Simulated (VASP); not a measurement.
# Ir (P6_3/mmc) in VASP: notebook

Ir is run at these levels: PBEsol, r2SCAN, PBEsol-based screened hybrid with 25 % exact exchange, HSE06; tasks: single point.

Everything below comes from runs of VASP 6.6.1. Logs are shortened: lines on timing, memory, paths and dates and some standing lists are left out, and cuts for length are marked.

### 1 The cell of the first run

Symmetry: P6_3/mmc, No. 194, hexagonal system. Conventional cell: a = 2.708 Å, b = 2.708 Å, c = 4.391 Å, α = 90.00°, β = 90.00°, γ = 120.00°. Ir (site symmetry -6m2) has 12 Ir at 2.70 to 2.71 Å within 3.6 Å.

This isn't the form of Ir at room conditions, which is fcc.

### 2 Single point, PBEsol

Input file INCAR:

```
SYSTEM = Ir
ALGO = Normal
EDIFF = 1E-6
ENCUT = 560
GGA = PS
GGA_COMPAT = .FALSE.
ISIF = 2
ISMEAR = -1
LASPH = .TRUE.
LCHARG = .TRUE.
LELF = .TRUE.
LREAL = .FALSE.
LVHAR = .TRUE.
LWAVE = .FALSE.
NBANDS = 24
NELM = 120
PREC = Accurate
SIGMA = 0.05
```

Input file KPOINTS:

```
k-points
0
G
  11 11 6
  0 0 0
```

Input file POSCAR:

```
Ir
1.0
    2.7078737142      0.0000000000      0.0000000000
   -1.3539368571      2.3450874268      0.0000000000
    0.0000000000      0.0000000000      4.3907520572
Ir
2
Direct
    0.3333333333      0.6666666667      0.2500000000
    0.6666666667      0.3333333333      0.7500000000
```

Potentials or basis: VASP PAW PBE potentials, release 64 (Ir_sv_GW).

On the command line:

```
$ cat potpaw_PBE.64/Ir_sv_GW/POTCAR > POTCAR
$ mpirun -np 1 vasp_std > vasp.out
```

OUTCAR:

```text
SYSTEM = Ir
   EDIFF = 1E-6
   ENCUT = 560
   GGA = PS
   ISIF = 2
   ISMEAR = -1
   LASPH = .TRUE.
   LREAL = .FALSE.
   NELM = 120
   PREC = Accurate

 ion  position               nearest neighbor table
   1  0.333  0.667  0.250-   2 2.70   2 2.70   2 2.70   2 2.70   2 2.70   2 2.70
   2  0.667  0.333  0.750-   1 2.70   1 2.70   1 2.70   1 2.70   1 2.70   1 2.70

  LATTYP: Found a hexagonal cell.
 ALAT       =     2.7078737142
 C/A-ratio  =     1.6214759330

  Lattice vectors:

 A1 = (   2.7078737142,   0.0000000000,   0.0000000000)
 A2 = (  -1.3539368571,   2.3450874268,   0.0000000000)
 A3 = (   0.0000000000,   0.0000000000,   4.3907520572)

Analysis of symmetry for initial positions (statically):
=====================================================================
 Subroutine PRICEL returns:
 Original cell was already a primitive cell.

 Routine SETGRP: Setting up the symmetry group for a
 hexagonal supercell.

 Subroutine GETGRP returns: Found 24 space group operations
 (whereof 12 operations were pure point group operations)
 out of a pool of 24 trial point group operations.

The static configuration has the point symmetry D_3d.
 The point group associated with its full space group is D_6h.

Analysis of symmetry for dynamics (positions and initial velocities):
=====================================================================
 Subroutine PRICEL returns:
 Original cell was already a primitive cell.

 Routine SETGRP: Setting up the symmetry group for a
 hexagonal supercell.

 Subroutine GETGRP returns: Found 24 space group operations
 (whereof 12 operations were pure point group operations)
 out of a pool of 24 trial point group operations.

The dynamic configuration has the point symmetry D_3d.
 The point group associated with its full space group is D_6h.

 Subroutine INISYM returns: Found 24 space group operations
 (whereof 12 operations are pure point group operations),
 and found     1 'primitive' translations

----------------------------------------------------------------------------------------

                                     Primitive cell

  volume of cell :      27.8822

  direct lattice vectors                    reciprocal lattice vectors
     2.707873714  0.000000000  0.000000000     0.369293440  0.213211667  0.000000000
    -1.353936857  2.345087427  0.000000000     0.000000000  0.426423334  0.000000000
     0.000000000  0.000000000  4.390752057     0.000000000  0.000000000  0.227751416

  length of vectors
     2.707873714  2.707873714  4.390752057     0.426423334  0.426423334  0.227751416

  position of ions in fractional coordinates (direct lattice)
     0.333333333  0.666666667  0.250000000
     0.666666667  0.333333333  0.750000000

  ion indices of the primitive-cell ions
   primitive index   ion index
                 1           1
                 2           2

----------------------------------------------------------------------------------------

 KPOINTS: k-points

Automatic generation of k-mesh.
 Grid dimensions read from file:
 generate k-points for:   11   11    6

 Generating k-lattice:

  Cartesian coordinates                     Fractional coordinates (reciprocal lattice)
     0.033572131  0.019382879  0.000000000     0.090909091 -0.000000000  0.000000000
     0.000000000  0.038765758  0.000000000     0.000000000  0.090909091  0.000000000
     0.000000000  0.000000000  0.037958569     0.000000000  0.000000000  0.166666667

  Length of vectors
     0.038765758  0.038765758  0.037958569

  Shift w.r.t. Gamma in fractional coordinates (k-lattice)
     0.000000000  0.000000000  0.000000000

 Subroutine IBZKPT returns following result:
 ===========================================

 Found     64 irreducible k-points:

 Following reciprocal coordinates:
            Coordinates               Weight
  0.000000  0.000000  0.000000      1.000000
  0.090909  0.000000  0.000000      6.000000
  0.181818  0.000000  0.000000      6.000000
  0.272727  0.000000  0.000000      6.000000
  0.363636 -0.000000  0.000000      6.000000
  0.454545  0.000000  0.000000      6.000000
[... 16 lines left out ...]
  0.090909  0.090909  0.166667     12.000000
  0.181818  0.090909  0.166667     24.000000
 [... further k-points ...]
   k-points           NKPTS =     64   k-points in BZ     NKDIM =     64   number of bands    NBANDS=     24
   number of dos      NEDOS =    301   number of ions     NIONS =      2
   total plane-waves  NPLWV =  20736
   dimension x,y,z NGX =    24 NGY =   24 NGZ =   36
   dimension x,y,z NGXF=    48 NGYF=   48 NGZF=   72
   ions per type =               2
   NGX,Y,Z   is equivalent  to a cutoff of  14.73, 14.73, 13.63 a.u.
   NGXF,Y,Z  is equivalent  to a cutoff of  29.47, 29.47, 27.26 a.u.
 SYSTEM =  Ir
   PREC   = accura    normal or accurate (medium, high low for compatibility)
   ISTART =      0    job   : 0-new  1-cont  2-samecut
   ICHARG =      2    charge: 1-file 2-atom 10-const
   ISPIN  =      1    spin polarized calculation?
   LNONCOLLINEAR =      F non collinear calculations
   LSORBIT =      F    spin-orbit coupling
   LASPH  =      T    aspherical Exc in radial PAW
   ENCUT  =  560.0 eV  41.16 Ry    6.42 a.u.   5.22  5.22  8.47*2*pi/ulx,y,z
   NELM   =    120;   NELMIN=  2; NELMDL= -5     # of ELM steps
   EDIFF  = 0.1E-05   stopping-criterion for ELM
   LREAL  =      F    real-space projection
   EDIFFG = 0.1E-04   stopping-criterion for IOM
   NSW    =      0    number of steps for IOM
   IBRION =     -1    ionic relax: 0-MD 1-quasi-New 2-CG
   NFREE  =      0    steps in history (QN), initial steepest desc. (CG)
   ISIF   =      2    stress and relaxation
   ISYM   =      2    0-nonsym 1-usesym 2-fastsym
   POTIM  = 0.5000    time-step for ionic-motion
   TEBEG  =    0.0;   TEEND  =   0.0 temperature during run
   PSTRESS=    0.0 pullay stress
   NELECT =      34.0000    total number of electrons
   NUPDOWN=      -1.0000    fix difference up-down
   EMIN   =  10.00;   EMAX   =-10.00  energy-range for DOS
   EFERMI =   0.00;   METHOD = LEGACY
   ISMEAR =    -1;   SIGMA  =   0.05  broadening in eV -4-tet -1-fermi 0-gaus
   EFERMI_NEDOS =   21; number of points for ismear=-14 and -15
   IALGO  =     38    algorithm
   IMIX   =      4    mixing-type and parameters
     AMIX     =   0.40;   BMIX     =  1.00
     AMIX_MAG =   1.60;   BMIX_MAG =  1.00
  volume/ion in A,a.u.               =      13.94        94.08
  Fermi-wavevector in a.u.,A,eV,Ry     =   1.749010  3.305150 41.620722  3.059037
  Thomas-Fermi vector in A             =   2.820006
   LORBIT       =      0    0 simple, 1 ext, 2 COOP (PROOUT), +10 PAW based schemes
   GGA     = PS    functional components
   LHFCALC =     F    Hartree Fock is set to
   AEXX    =    0.0000 exact exchange contribution
   IVDW    =     0    specifies the selected vdW correction
   LEPSILON=     F    determine dielectric tensor
   LRPA    =     F    only Hartree local field effects (RPA)
 non-spin polarized calculation
  energy-cutoff  :      560.00
  volume of cell :       27.88
 maximum number of plane-waves:       849
 NGX is ok and might be reduce to    24
   NGX = 11   NGY = 11   NGZ = 17

 number of electron      34.0000000 magnetization

 Free energy of the ion-electron system (eV)
  ---------------------------------------------------
  ext. energy  EPLUGINS =         0.00000000
  ---------------------------------------------------
  free energy    TOTEN  =       -20.62085088 eV

  energy without entropy =      -20.59732211  energy(sigma->0) =      -20.60908649

 E-fermi :  13.1316     XC(G=0): -14.8004

 val. band max:       13.1308149804   @ k =   0.2727   0.0909   0.3333
 cond. band min:      13.1512544591   @ k =   0.1818   0.0000   0.5000
 fundamental gap:      0.0204394787
 Fermi energy:        13.1315849322

 k-point     1 :       0.0000    0.0000    0.0000
  band No.  band energies     occupation
      1     -80.0289      2.00000
      2     -79.9568      2.00000
      3     -37.2523      2.00000
      4     -36.5155      2.00000
      5     -36.5155      2.00000
      6     -36.4065      2.00000
[... 16 lines left out ...]
     23      28.7621      0.00000
     24      29.9202      0.00000

 k-point     2 :       0.0909    0.0000    0.0000
  band No.  band energies     occupation
      1     -80.0239      2.00000
      2     -79.9544      2.00000
      3     -37.2309      2.00000
      4     -36.5646      2.00000
      5     -36.5315      2.00000
      6     -36.4449      2.00000
[... 16 lines left out ...]
     23      29.1859      0.00000
     24      30.4681      0.00000

 k-point     3 :       0.1818    0.0000    0.0000
  band No.  band energies     occupation
      1     -80.0107      2.00000
      2     -79.9490      2.00000
      3     -37.1705      2.00000
      4     -36.6978      2.00000
      5     -36.5804      2.00000
      6     -36.5735      2.00000
[... 16 lines left out ...]
     23      29.6011      0.00000
     24      30.6949      0.00000

 k-point     4 :       0.2727    0.0000    0.0000
  band No.  band energies     occupation
      1     -79.9924      2.00000
      2     -79.9418      2.00000
      3     -37.0810      2.00000
      4     -36.8709      2.00000
      5     -36.7527      2.00000
      6     -36.6260      2.00000
[... 16 lines left out ...]
     23      28.1762      0.00000
     24      28.4563      0.00000

 k-point     5 :       0.3636   -0.0000    0.0000
  band No.  band energies     occupation
      1     -79.9744      2.00000
      2     -79.9375      2.00000
      3     -37.0302      2.00000
      4     -36.9809      2.00000
      5     -36.9061      2.00000
      6     -36.6735      2.00000
[... 451 lines left out ...]
 k-point    22 :       0.4545    0.0000    0.1667
  band No.  band energies     occupation
      1     -79.9600      2.00000
      2     -79.9381      2.00000
      3     -37.1601      2.00000
      4     -37.0360      2.00000
      5     -36.8355      2.00000
      6     -36.6878      2.00000
[... 16 lines left out ...]
     23      25.4435      0.00000
     24      26.1112      0.00000

 k-point    23 :       0.0909    0.0909    0.1667
  band No.  band energies     occupation
      1     -80.0106      2.00000
      2     -79.9549      2.00000
      3     -37.1471      2.00000
      4     -36.6330      2.00000
      5     -36.5983      2.00000
      6     -36.5396      2.00000
[... 16 lines left out ...]
     23      29.8676      0.00000
     24      30.3608      0.00000

 k-point    24 :       0.1818    0.0909    0.1667
  band No.  band energies     occupation
      1     -79.9956      2.00000
      2     -79.9479      2.00000
      3     -37.0927      2.00000
      4     -36.7669      2.00000
      5     -36.7329      2.00000
      6     -36.5968      2.00000
[... 16 lines left out ...]
     23      28.4511      0.00000
     24      29.3991      0.00000

 [... further k-points ...]

------------------------ aborting loop because EDIFF is reached ----------------------------------------

  FORCE on cell =-STRESS in cart. coord.  units (eV):
  Direction    XX          YY          ZZ          XY          YZ          ZX
  --------------------------------------------------------------------------------------
  -------------------------------------------------------------------------------------
  Total        0.5434168      0.5434168      0.5378032     -0.0000000      0.0000000      0.0000000
  in kB       31.2260668     31.2260668     30.9034953     -0.0000000      0.0000000      0.0000000
  external PRESSURE =      31.1185430 kB  Pullay stress =       0.0000000 kB

 VOLUME and BASIS-vectors are now :
 -----------------------------------------------------------------------------
  energy-cutoff  :      560.00
  volume of cell :       27.88
      direct lattice vectors                 reciprocal lattice vectors
     2.707873714  0.000000000  0.000000000     0.369293440  0.213211667  0.000000000
    -1.353936857  2.345087427  0.000000000     0.000000000  0.426423334  0.000000000
     0.000000000  0.000000000  4.390752057     0.000000000  0.000000000  0.227751416

 POSITION                                       TOTAL-FORCE (eV/Angst)
 -----------------------------------------------------------------------------------
     -0.00000      1.56339      1.09769         0.000000     -0.000000      0.000000
      1.35394      0.78170      3.29306        -0.000000      0.000000      0.000000
 -----------------------------------------------------------------------------------
    total drift:                               -0.000000      0.000000     -0.000000

  FREE ENERGIE OF THE ION-ELECTRON SYSTEM (eV)
  ---------------------------------------------------
  free  energy   TOTEN  =       -20.6208508771 eV

  energy  without entropy=      -20.5973221111  energy(sigma->0) =      -20.60908649
```

Run time: 22 s. Hardware: 1 thread of Intel Xeon Platinum 8488C (Sapphire Rapids), shared host; peak memory 0.18 GiB.

Results:

| Item | Value |
| --- | --- |
| Free energy | -20.6209 eV |
| Pressure | 3.1 GPa |
| Band gap on the k mesh | zero (bands 17 and 18 overlap by 3.36 eV) |

Caveat: the cell stands under pressure; the PAW data sets were made with another functional, which shifts forces and pressure a little; spin-orbit coupling is left out, which moves the levels of the heavy elements.

### 3 Single point, r2SCAN

This run uses another cell than the first one, of 14.63 Å³/atom.

Input file POSCAR:

```
Ir
1.0
    2.7513778946      0.0000000000      0.0000000000
   -1.3756889473      2.3827631521      0.0000000000
    0.0000000000      0.0000000000      4.4622900000
Ir
2
Direct
    0.3333333333      0.6666666667      0.2500000000
    0.6666666667      0.3333333333      0.7500000000
```

Input file INCAR.step1:

```
ALGO = Normal
EDIFF = 1E-5
ENCUT = 620
GGA = PE
GGA_COMPAT = False
ISMEAR = -1
LASPH = True
LCHARG = False
LREAL = False
LWAVE = True
NBANDS = 24
NELM = 120
PREC = Accurate
SIGMA = 0.05
```

Input file INCAR.step2:

```
ALGO = Normal
EDIFF = 1E-6
ENCUT = 620
GGA_COMPAT = False
ISIF = 2
ISMEAR = -1
ISTART = 1
LASPH = True
LCHARG = False
LMIXTAU = True
LREAL = False
LWAVE = False
METAGGA = R2SCAN
NBANDS = 24
NELM = 120
PREC = Accurate
SIGMA = 0.05
```

Input file KPOINTS:

```
k-points
0
Gamma
  11 11 6
```

Potentials or basis: VASP PAW PBE potentials, release 64 (Ir_sv_GW).

On the command line:

```
$ cat potpaw_PBE.64/Ir_sv_GW/POTCAR > POTCAR
$ cp INCAR.step1 INCAR
$ mpirun -np 1 vasp_std > vasp.out
$ cp INCAR.step2 INCAR
$ mpirun -np 1 vasp_std > vasp.out
```

It took 2.6 min on 1 thread of Intel Xeon Platinum 8259CL at 2.50GHz (Skylake/Cascade Lake), shared host; peak memory 0.2 GiB.

Results (log left out):

```yaml
Free_energy: -105.5983 eV
Pressure: -9.6 GPa
Band_gap_on_the_k_mesh: zero (bands 17 and 18 overlap by 3.18 eV)
```

Stress tensor (GPa, compression positive):
```
-9.37  0.00  0.00
 0.00 -9.37  0.00
 0.00  0.00 -9.96
```

Levels at points of the mesh, in eV from the Fermi level:
| k point | band 14 | band 15 | band 16 | band 17 | band 18 | band 19 | band 20 | band 21 |
| --- | --- | --- | --- | --- | --- | --- | --- | --- |
| (0.00, 0.00, 0.00) | -3.14 | -3.14 | -2.36 | -2.36 | -0.68 | 0.28 | 0.28 | 7.19 |
| (0.00, 0.00, 0.50) | -3.91 | -3.91 | -3.91 | -0.47 | -0.47 | -0.47 | -0.47 | 13.89 |

Caveat: the cell stands under tension; the PAW data sets were made with another functional, which shifts forces and pressure a little; spin-orbit coupling is left out, which moves the levels of the heavy elements.

### 4 Single point, PBEsol-based screened hybrid with 25 % exact exchange

This run uses another cell than the first one, of 13.79 Å³/atom.

Input file POSCAR:

```
Ir
1.0
    2.7224594954      0.0000000000      0.0000000000
   -1.3612297477      2.3577190838      0.0000000000
    0.0000000000      0.0000000000      4.2975046042
Ir
2
Direct
    0.3333333333      0.6666666667      0.2500000000
    0.6666666667      0.3333333333      0.7500000000
```

Input file INCAR.step1:

```
SYSTEM = Ir
PREC     = Accurate       ! precision mode
ENCUT    = 420            ! plane-wave cutoff, eV
EDIFF    = 1E-5           ! SCF threshold, eV
ISMEAR   = -1             ! smearing method
SIGMA    = 0.05           ! smearing width, eV
LREAL    = .False.        ! projectors in reciprocal space
LASPH    = .True.         ! aspherical terms in the spheres
NELM     = 120            ! most SCF steps
ALGO     = Normal         ! electronic algorithm
ISIF     = 2              ! what is computed and relaxed
LWAVE    = .True.         ! write WAVECAR
LCHARG   = .False.        ! write CHGCAR
NBANDS   = 24             ! bands
GGA      = PE             ! functional
GGA_COMPAT= .False.
```

Input file INCAR.step2:

```
SYSTEM = Ir
PREC     = Accurate       ! precision mode
ENCUT    = 420            ! plane-wave cutoff, eV
EDIFF    = 1E-6           ! SCF threshold, eV
ISMEAR   = -1             ! smearing method
SIGMA    = 0.05           ! smearing width, eV
LREAL    = .False.        ! projectors in reciprocal space
LASPH    = .True.         ! aspherical terms in the spheres
NELM     = 120            ! most SCF steps
ALGO     = Normal         ! electronic algorithm
ISIF     = 2              ! what is computed and relaxed
LWAVE    = .False.        ! write WAVECAR
LCHARG   = .False.        ! write CHGCAR
GGA      = PS             ! functional
LHFCALC  = .True.         ! exact exchange
AEXX     = 0.25           ! exact-exchange fraction
HFSCREEN = 0.207          ! screening, 1/A
PRECFOCK = Normal       
NBANDS   = 24             ! bands
ISTART   = 1            
GGA_COMPAT= .False.
```

Input file KPOINTS:

```
regular mesh
0
Gamma
  6 6 3
  0 0 0
```

On the command line:

```
$ cat potpaw_PBE.64/Ir_sv_GW/POTCAR > POTCAR
$ cp INCAR.step1 INCAR
$ mpirun -np 1 vasp_std > vasp.out
$ cp INCAR.step2 INCAR
$ mpirun -np 1 vasp_std > vasp.out
```

Run time: 16 min. Hardware: 1 thread of Intel Xeon Platinum 8559C (Emerald Rapids), shared host; peak memory 0.24 GiB.

It converged, with:

* Free energy: -20.5290 eV
* Pressure: -1.6 GPa
* Band gap on the k mesh: zero (bands 17 and 18 overlap by 4.19 eV)

Levels at points of the mesh, in eV from the Fermi level:
```tsv
k point	band 15	band 16	band 17	band 18	band 19	band 20	band 21	band 22
(0.00, 0.00, 0.00)	-3.80	-3.19	-3.19	-0.62	0.65	0.65	8.91	14.63
(0.50, 0.00, 0.00)	-3.34	0.79	1.35	1.55	3.58	5.25	9.53	11.98
```

Caveat: the k points lie up to 0.49 Å⁻¹ apart, too coarse for converged energies and pressures of a metal; the PAW data sets were made with another functional, which shifts forces and pressure a little; spin-orbit coupling is left out, which moves the levels of the heavy elements.

### 5 Single point, PBEsol

This run uses another cell than the first one, of 13.48 Å³/atom.

Input file INCAR:

```
PREC = Accurate
ENCUT = 560
EDIFF = 1E-6
ISMEAR = -1
SIGMA = 0.05
LREAL = F
LASPH = T
NELM = 120
ALGO = Normal
ISIF = 2
LWAVE = F
LCHARG = F
GGA = PS
NBANDS = 24
GGA_COMPAT = F
```

Input file KPOINTS:

```
Automatic mesh
0
Gamma
  11 11 6
```

Input file POSCAR:

```
Ir
1.0
    2.6767178681      0.0000000000      0.0000000000
   -1.3383589340      2.3181056725      0.0000000000
    0.0000000000      0.0000000000      4.3444088631
Ir
2
Direct
    0.3333333333      0.6666666667      0.2500000000
    0.6666666667      0.3333333333      0.7500000000
```

On the command line:

```
$ cat potpaw_PBE.64/Ir_sv_GW/POTCAR > POTCAR
$ mpirun -np 1 vasp_std > vasp.out
```

It took 24 s on 1 thread of Intel Xeon 6975P-C (Granite Rapids), shared host; peak memory 0.18 GiB.

Results (log left out):

- Free energy: -20.5509 eV
- Pressure: 18.1 GPa
- Band gap on the k mesh: zero (bands 17 and 18 overlap by 3.54 eV)

Levels at points of the mesh, in eV from the Fermi level:
| k point | band 15 | band 16 | band 17 | band 18 | band 19 | band 20 |
| --- | --- | --- | --- | --- | --- | --- |
| (0.00, 0.00, 0.00) | -3.44 | -2.56 | -2.56 | -0.98 | 0.31 | 0.31 |
| (0.00, 0.00, 0.50) | -4.28 | -4.28 | -0.48 | -0.48 | -0.48 | -0.48 |

Caveat: the cell stands under pressure; the PAW data sets were made with another functional, which shifts forces and pressure a little; spin-orbit coupling is left out, which moves the levels of the heavy elements.

(Continued in part 2 of 2.)

The gap in the log of VASP goes by the Fermi energy; the results here count the filled bands.